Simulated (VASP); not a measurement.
# Bi2Se3 (R-3m) in VASP: notebook

Bi2Se3 is run at these levels: PBE; tasks: single point.

Everything below comes from runs of VASP 6.6.1. Logs are shortened: lines on timing, memory, paths and dates and some standing lists are left out, and cuts for length are marked.

## 1. The cell of the first run

It takes space group R-3m (No. 166, trigonal). The conventional cell has a = 3.930 Å, b = 3.930 Å, c = 26.879 Å, α = 90.00°, β = 90.00°, γ = 120.00°. Within 3.7 Å of Bi (site symmetry 3m) lie 6 Se at 2.78 to 2.94 Å. Within 3.7 Å of Se (site symmetry 3m) lie 3 Bi at 2.78 Å and 3 Se at 3.02 Å. Within 4.2 Å of Se (site symmetry -3m) lie 6 Bi at 2.94 Å and 12 Se at 3.93 to 4.16 Å.

## 2. Single point, PBE (z stretched by -2 %, then relaxed in part)

File INCAR:

```
SYSTEM = Bi2Se3
PREC = Accurate
ENCUT = 520
EDIFF = 1E-6
ISMEAR = -1
SIGMA = 0.05
LREAL = .False.
LASPH = .True.
NELM = 100
ALGO = Normal
ISIF = 2
LWAVE = .False.
LCHARG = .False.
GGA = PE
NBANDS = 32
```

File KPOINTS:

```
Automatic mesh
0
Gamma
  14 14 14
  0 0 0
```

File POSCAR:

```
Bi2Se3
1.0
    1.9649607440      1.1344706145      8.9598105402
   -1.9649607440      1.1344706145      8.9598105402
    0.0000000000     -2.2689412290      8.9598105402
Bi Se
2 3
Direct
    0.5970286174      0.5970286174      0.5970286174
    0.4029713826      0.4029713826      0.4029713826
    0.7963452590      0.7963452590      0.7963452590
    0.2036547410      0.2036547410      0.2036547410
    0.0000000000      0.0000000000      0.0000000000
```

Potentials or basis: VASP PAW PBE potentials, release 64 (Bi_d, Se).

Launch:

```bash
cat potpaw_PBE.64/Bi_d/POTCAR potpaw_PBE.64/Se/POTCAR > POTCAR
mpirun -np 1 vasp_std > vasp.out
```

OUTCAR:

```text
SYSTEM = Bi2Se3
   PREC = Accurate
   ENCUT = 520
   EDIFF = 1E-6
   ISMEAR = -1
   LREAL = .False.
   LASPH = .True.
   NELM = 100
   ISIF = 2
   GGA = PE

 ion  position               nearest neighbor table
   1  0.597  0.597  0.597-   4 2.78   4 2.78   4 2.78   5 2.94   5 2.94   5 2.94
   2  0.403  0.403  0.403-   3 2.78   3 2.78   3 2.78   5 2.94   5 2.94   5 2.94
   3  0.796  0.796  0.796-   2 2.78   2 2.78   2 2.78
   4  0.204  0.204  0.204-   1 2.78   1 2.78   1 2.78
   5  0.000  0.000  0.000-   1 2.94   1 2.94   2 2.94   2 2.94   1 2.94   2 2.94

  LATTYP: Found a trigonal (rhomboedric) cell.
 ALAT       =     9.2426348633
 COS(alpha) =     0.9096046356

  Lattice vectors:

 A1 = (   1.9649607440,   1.1344706145,   8.9598105402)
 A2 = (  -1.9649607440,   1.1344706145,   8.9598105402)
 A3 = (   0.0000000000,  -2.2689412290,   8.9598105402)

Analysis of symmetry for initial positions (statically):
=====================================================================
 Subroutine PRICEL returns:
 Original cell was already a primitive cell.

 Routine SETGRP: Setting up the symmetry group for a
 trigonal (rhombohedral) supercell.

 Subroutine GETGRP returns: Found 12 space group operations
 (whereof 12 operations were pure point group operations)
 out of a pool of 12 trial point group operations.

The static configuration has the point symmetry D_3d.

Analysis of symmetry for dynamics (positions and initial velocities):
=====================================================================
 Subroutine PRICEL returns:
 Original cell was already a primitive cell.

 Routine SETGRP: Setting up the symmetry group for a
 trigonal (rhombohedral) supercell.

 Subroutine GETGRP returns: Found 12 space group operations
 (whereof 12 operations were pure point group operations)
 out of a pool of 12 trial point group operations.

The dynamic configuration has the point symmetry D_3d.

 Subroutine INISYM returns: Found 12 space group operations
 (whereof 12 operations are pure point group operations),
 and found     1 'primitive' translations

----------------------------------------------------------------------------------------

                                     Primitive cell

  volume of cell :     119.8387

  direct lattice vectors                    reciprocal lattice vectors
     1.964960744  1.134470615  8.959810540     0.254458010  0.146911400  0.037203168
    -1.964960744  1.134470615  8.959810540    -0.254458010  0.146911400  0.037203168
     0.000000000 -2.268941229  8.959810540     0.000000000 -0.293822801  0.037203168

  length of vectors
     9.242634863  9.242634863  9.242634863     0.296168725  0.296168725  0.296168725

  position of ions in fractional coordinates (direct lattice)
     0.597028617  0.597028617  0.597028617
     0.402971383  0.402971383  0.402971383
     0.796345259  0.796345259  0.796345259
     0.203654741  0.203654741  0.203654741
     0.000000000  0.000000000  0.000000000

  ion indices of the primitive-cell ions
   primitive index   ion index
                 1           1
                 2           2
                 3           3
                 4           4
                 5           5

----------------------------------------------------------------------------------------

 KPOINTS: Automatic mesh

Automatic generation of k-mesh.
 Grid dimensions read from file:
 generate k-points for:   14   14   14

 Generating k-lattice:

  Cartesian coordinates                     Fractional coordinates (reciprocal lattice)
     0.018175572  0.010493671  0.002657369     0.071428571  0.000000000  0.000000000
    -0.018175572  0.010493671  0.002657369     0.000000000  0.071428571  0.000000000
     0.000000000 -0.020987343  0.002657369     0.000000000  0.000000000  0.071428571

  Length of vectors
     0.021154909  0.021154909  0.021154909

  Shift w.r.t. Gamma in fractional coordinates (k-lattice)
     0.000000000  0.000000000  0.000000000

 Subroutine IBZKPT returns following result:
 ===========================================

 Found    288 irreducible k-points:

 Following reciprocal coordinates:
            Coordinates               Weight
  0.000000  0.000000  0.000000      1.000000
  0.071429 -0.000000  0.000000      6.000000
  0.142857 -0.000000  0.000000      6.000000
  0.214286  0.000000  0.000000      6.000000
  0.285714  0.000000 -0.000000      6.000000
  0.357143  0.000000  0.000000      6.000000
[... 16 lines left out ...]
  0.214286  0.142857  0.000000     12.000000
  0.285714  0.142857  0.000000     12.000000
 [... further k-points ...]
   k-points           NKPTS =    288   k-points in BZ     NKDIM =    288   number of bands    NBANDS=     32
   number of dos      NEDOS =    301   number of ions     NIONS =      5
   total plane-waves  NPLWV = 343000
   dimension x,y,z NGX =    70 NGY =   70 NGZ =   70
   dimension x,y,z NGXF=   140 NGYF=  140 NGZF=  140
   ions per type =               2   3
   NGX,Y,Z   is equivalent  to a cutoff of  12.59, 12.59, 12.59 a.u.
   NGXF,Y,Z  is equivalent  to a cutoff of  25.18, 25.18, 25.18 a.u.
 SYSTEM =  Bi2Se3
   PREC   = accura    normal or accurate (medium, high low for compatibility)
   ISTART =      0    job   : 0-new  1-cont  2-samecut
   ICHARG =      2    charge: 1-file 2-atom 10-const
   ISPIN  =      1    spin polarized calculation?
   LNONCOLLINEAR =      F non collinear calculations
   LSORBIT =      F    spin-orbit coupling
   LASPH  =      T    aspherical Exc in radial PAW
   ENCUT  =  520.0 eV  38.22 Ry    6.18 a.u.  17.19 17.19 17.19*2*pi/ulx,y,z
   NELM   =    100;   NELMIN=  2; NELMDL= -5     # of ELM steps
   EDIFF  = 0.1E-05   stopping-criterion for ELM
   LREAL  =      F    real-space projection
[... 7 lines left out ...]
   TEBEG  =    0.0;   TEEND  =   0.0 temperature during run
   PSTRESS=    0.0 pullay stress
   NELECT =      48.0000    total number of electrons
   NUPDOWN=      -1.0000    fix difference up-down
   EMIN   =  10.00;   EMAX   =-10.00  energy-range for DOS
   EFERMI =   0.00;   METHOD = LEGACY
   ISMEAR =    -1;   SIGMA  =   0.05  broadening in eV -4-tet -1-fermi 0-gaus
   EFERMI_NEDOS =   21; number of points for ismear=-14 and -15
   IALGO  =     38    algorithm
   IMIX   =      4    mixing-type and parameters
     AMIX     =   0.40;   BMIX     =  1.00
     AMIX_MAG =   1.60;   BMIX_MAG =  1.00
  volume/ion in A,a.u.               =      23.97       161.74
  Fermi-wavevector in a.u.,A,eV,Ry     =   1.206765  2.280456 19.813929  1.456283
  Thomas-Fermi vector in A             =   2.342423
   LORBIT       =      0    0 simple, 1 ext, 2 COOP (PROOUT), +10 PAW based schemes
   GGA     = PE    functional components
   LHFCALC =     F    Hartree Fock is set to
   AEXX    =    0.0000 exact exchange contribution
   IVDW    =     0    specifies the selected vdW correction
   LEPSILON=     F    determine dielectric tensor
   LRPA    =     F    only Hartree local field effects (RPA)
 non-spin polarized calculation
  energy-cutoff  :      520.00
  volume of cell :      119.84
 maximum number of plane-waves:      3265
 NGX is ok and might be reduce to    70
   NGX = 35   NGY = 35   NGZ = 35

 number of electron      48.0000000 magnetization

 Free energy of the ion-electron system (eV)
  ---------------------------------------------------
  ext. energy  EPLUGINS =         0.00000000
  ---------------------------------------------------
  free energy    TOTEN  =       -19.16975855 eV

  energy without entropy =      -19.16965635  energy(sigma->0) =      -19.16970745

 E-fermi :   7.4933     XC(G=0): -10.3491

 val. band max:        7.4691079095   @ k =   0.0000   0.0000   0.0000
 cond. band min:       7.5351679241   @ k =   0.0000   0.0000   0.0000
 fundamental gap:      0.0660600146
 Fermi energy:         7.4932821622

 k-point     1 :       0.0000    0.0000    0.0000
  band No.  band energies     occupation
      1     -16.1665      2.00000
      2     -16.1665      2.00000
      3     -16.1630      2.00000
      4     -16.1630      2.00000
      5     -16.1448      2.00000
      6     -16.1397      2.00000
[... 24 lines left out ...]
     31      12.4436      0.00000
     32      13.5107      0.00000

 k-point     2 :       0.0714   -0.0000    0.0000
  band No.  band energies     occupation
      1     -16.1679      2.00000
      2     -16.1643      2.00000
      3     -16.1640      2.00000
      4     -16.1608      2.00000
      5     -16.1435      2.00000
      6     -16.1383      2.00000
[... 24 lines left out ...]
     31      12.4099      0.00000
     32      12.9794      0.00000

 k-point     3 :       0.1429   -0.0000    0.0000
  band No.  band energies     occupation
      1     -16.1722      2.00000
      2     -16.1674      2.00000
      3     -16.1583      2.00000
      4     -16.1548      2.00000
      5     -16.1398      2.00000
      6     -16.1353      2.00000
[... 24 lines left out ...]
     31      11.8193      0.00000
     32      12.8082      0.00000

 k-point     4 :       0.2143    0.0000    0.0000
  band No.  band energies     occupation
      1     -16.1793      2.00000
      2     -16.1731      2.00000
      3     -16.1508      2.00000
      4     -16.1471      2.00000
      5     -16.1405      2.00000
      6     -16.1334      2.00000
[... 24 lines left out ...]
     31      11.3667      0.00000
     32      13.1255      0.00000

 k-point     5 :       0.2857    0.0000   -0.0000
  band No.  band energies     occupation
      1     -16.1883      2.00000
      2     -16.1801      2.00000
      3     -16.1456      2.00000
      4     -16.1454      2.00000
      5     -16.1408      2.00000
      6     -16.1380      2.00000
[... 584 lines left out ...]
     31      12.2690      0.00000
     32      12.4224      0.00000

 k-point    22 :       0.1429    0.1429    0.0000
  band No.  band energies     occupation
      1     -16.1722      2.00000
      2     -16.1674      2.00000
      3     -16.1583      2.00000
      4     -16.1548      2.00000
      5     -16.1399      2.00000
      6     -16.1351      2.00000
[... 24 lines left out ...]
     31      12.0692      0.00000
     32      12.6393      0.00000

 k-point    23 :       0.2143    0.1429    0.0000
  band No.  band energies     occupation
      1     -16.1752      2.00000
      2     -16.1699      2.00000
      3     -16.1545      2.00000
      4     -16.1519      2.00000
      5     -16.1380      2.00000
      6     -16.1343      2.00000
[... 24 lines left out ...]
     31      11.8293      0.00000
     32      12.3685      0.00000

 k-point    24 :       0.2857    0.1429    0.0000
  band No.  band energies     occupation
      1     -16.1792      2.00000
      2     -16.1731      2.00000
      3     -16.1504      2.00000
      4     -16.1500      2.00000
      5     -16.1379      2.00000
      6     -16.1376      2.00000
[... 24 lines left out ...]
     31      11.8442      0.00000
     32      12.0266      0.00000

 [... further k-points ...]
[... 5 lines left out ...]
  --------------------------------------------------------------------------------------
  -------------------------------------------------------------------------------------
  Total       10.7501668     10.7501668     10.4765879      0.0000000      0.0000000      0.0000000
  in kB      143.7237629    143.7237629    140.0661652      0.0000000      0.0000000      0.0000000
  external PRESSURE =     142.5045637 kB  Pullay stress =       0.0000000 kB

 VOLUME and BASIS-vectors are now :
 -----------------------------------------------------------------------------
  energy-cutoff  :      520.00
  volume of cell :      119.84
      direct lattice vectors                 reciprocal lattice vectors
     1.964960744  1.134470615  8.959810540     0.254458010  0.146911400  0.037203168
    -1.964960744  1.134470615  8.959810540    -0.254458010  0.146911400  0.037203168
     0.000000000 -2.268941229  8.959810540     0.000000000 -0.293822801  0.037203168

 POSITION                                       TOTAL-FORCE (eV/Angst)
 -----------------------------------------------------------------------------------
      0.00000      0.00000     16.04779         0.000000     -0.000000      0.012550
      0.00000      0.00000     10.83164         0.000000      0.000000     -0.012550
      0.00000      0.00000     21.40531         0.000000     -0.000000      0.007816
      0.00000      0.00000      5.47412         0.000000     -0.000000     -0.007816
      0.00000      0.00000      0.00000         0.000000      0.000000     -0.000000
 -----------------------------------------------------------------------------------
    total drift:                                0.000000      0.000000      0.000000

  FREE ENERGIE OF THE ION-ELECTRON SYSTEM (eV)
  ---------------------------------------------------
  free  energy   TOTEN  =       -19.1697585549 eV

  energy  without entropy=      -19.1696563531  energy(sigma->0) =      -19.16970745
```

Run time: 2.1 h. Hardware: 1 thread of AMD EPYC 7R13, shared host; peak memory 1.3 GiB.

What came out:

```
Free energy            : -19.1698 eV
Pressure               : 14.3 GPa
Largest force          : 0.013 eV/Å
Band gap on the k mesh : 0.07 eV
```

Forces in eV/Å, atoms in the order of the input:
```
Bi   0.000  0.000  0.013
Bi   0.000  0.000 -0.013
Se   0.000  0.000  0.008
Se   0.000  0.000 -0.008
Se   0.000  0.000  0.000
```

Stress tensor (GPa, compression positive):
```
14.37  0.00  0.00
 0.00 14.37  0.00
 0.00  0.00 14.01
```

Caveat: the cell differs from its parent crystal (z stretched by -2 %, then relaxed in part); the cell stands under pressure; spin-orbit coupling is left out, which moves the levels of the heavy elements. A k mesh can miss the band edges.

## 3. Single point, PBE (24.95 Å³/atom)

This run uses another cell than the first one, of 24.95 Å³/atom.

File INCAR:

```
PREC     = Accurate       # precision mode
ENCUT    = 520            # plane-wave cutoff, eV
EDIFF    = 1E-7           # SCF threshold, eV
ISMEAR   = -1             # smearing method
SIGMA    = 0.05           # smearing width, eV
LREAL    = False          # projectors in reciprocal space
LASPH    = True           # aspherical terms in the spheres
NELM     = 100            # most SCF steps
ALGO     = Normal         # electronic algorithm
ISIF     = 2              # what is computed and relaxed
LWAVE    = False          # write WAVECAR
LCHARG   = True           # write CHGCAR
GGA      = PE             # functional
LELF     = True           # ELF
LVHAR    = True         
NBANDS   = 32             # bands
```

File KPOINTS:

```
Automatic mesh
0
Gamma
  14 14 14
```

File POSCAR:

```
Bi2Se3
1.0
    1.9779741083      1.1419838839      9.2032130236
   -1.9779741083      1.1419838839      9.2032130236
    0.0000000000     -2.2839677678      9.2032130236
Bi Se
2 3
Direct
    0.5974586560      0.5974586560      0.5974586560
    0.4025413440      0.4025413440      0.4025413440
    0.7948389338      0.7948389338      0.7948389338
    0.2051610662      0.2051610662      0.2051610662
    0.0000000000      0.0000000000      0.0000000000
```

Potentials or basis: VASP PAW PBE potentials, release 64 (Bi_d, Se).

Launch:

```bash
cat potpaw_PBE.64/Bi_d/POTCAR potpaw_PBE.64/Se/POTCAR > POTCAR
mpirun -np 1 vasp_std > vasp.out
```

Run time: 1.6 h. Hardware: 1 thread of Oxide Virtual Turin-like, shared host; peak memory 1.3 GiB.

It converged, with:

* Free energy: -19.5345 eV
* Pressure: 10.4 GPa
* Largest force: 0.010 eV/Å

Forces in eV/Å, atoms in the order of the input:
```
Bi   0.000  0.000  0.010
Bi   0.000  0.000 -0.010
Se   0.000  0.000  0.005
Se   0.000  0.000 -0.005
Se   0.000  0.000  0.000
```

Stress tensor (GPa, compression positive):
```
10.86  0.00  0.00
 0.00 10.86  0.00
 0.00  0.00  9.40
```

Levels at points of the mesh, in eV from the Fermi level:
```
           k point  band 21  band 22  band 23  band 24  band 25  band 26  band 27  band 28
(0.00, 0.00, 0.00)    -2.41    -1.62    -1.62     0.01     0.02     0.95     0.95     2.06
(0.50, 0.00, 0.00)    -3.94    -3.49    -1.69    -0.75     0.31     1.08     2.51     2.84
(0.50, 0.50, 0.00)    -2.76    -2.59    -2.48    -1.48     0.39     1.69     2.26     2.71
(0.50, 0.50, 0.50)    -1.95    -1.95    -1.77    -0.99     0.87     1.50     1.50     1.95
```

Caveat: the cell stands under pressure; spin-orbit coupling is left out, which moves the levels of the heavy elements.
